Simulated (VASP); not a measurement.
Set up this calculation in VASP 6.6.1, as the native input.

```
Task                   : single point
Functional             : PBEsol
Potentials or basis    : VASP PAW PBE potentials, release 64 (Sr_sv, O)
Cutoff                 : 600 eV
k mesh                 : 6 × 6 × 4
Occupations            : methfessel-paxton, width 0.36 eV
Spin                   : no spin polarisation
Dipole correction      : no
Further INCAR settings : ALGO = Normal; EDIFF = 1e-06; NBANDS = 24
```

The structure of SrO lies in POSCAR:

```
SrO
1.0
    4.2700309501      0.0000000000      0.0000000000
   -2.1350154750      3.6979552777      0.0000000000
    0.0000000000      0.0000000000      5.1444468281
Sr O
2 2
Direct
    0.3333333333      0.6666666667     -0.0625000000
    0.6666666667      0.3333333333      0.4375000000
    0.3333333333      0.6666666667      0.4375000000
    0.6666666667      0.3333333333      0.9375000000
```

These files were run (other wordings do the same):

INCAR

```
PREC = Accurate
ENCUT = 600
EDIFF = 1E-6
ISMEAR = 1
SIGMA = 0.36
LREAL = F
LASPH = T
NELM = 120
ALGO = Normal
ISIF = 2
LWAVE = F
LCHARG = F
GGA = PS
NBANDS = 24
GGA_COMPAT = F
```

KPOINTS

```
regular mesh
0
Gamma
  6 6 4
```

Potentials or basis: VASP PAW PBE potentials, release 64 (Sr_sv, O).

Launch:

```console
$ cat potpaw_PBE.64/Sr_sv/POTCAR potpaw_PBE.64/O/POTCAR > POTCAR
$ mpirun -np 1 vasp_std > vasp.out
```

It gave:

The pressure is -1.2 GPa and the band gap on the k mesh is 2.54 eV.

Caveat: the structure was generated, so it needn't be the stable form of SrO; the PAW data sets were made with another functional, which shifts forces and pressure a little.

Run time: 66 s on 1 thread of Intel Xeon 8259CL, on a shared host, peak memory 0.24 GiB.
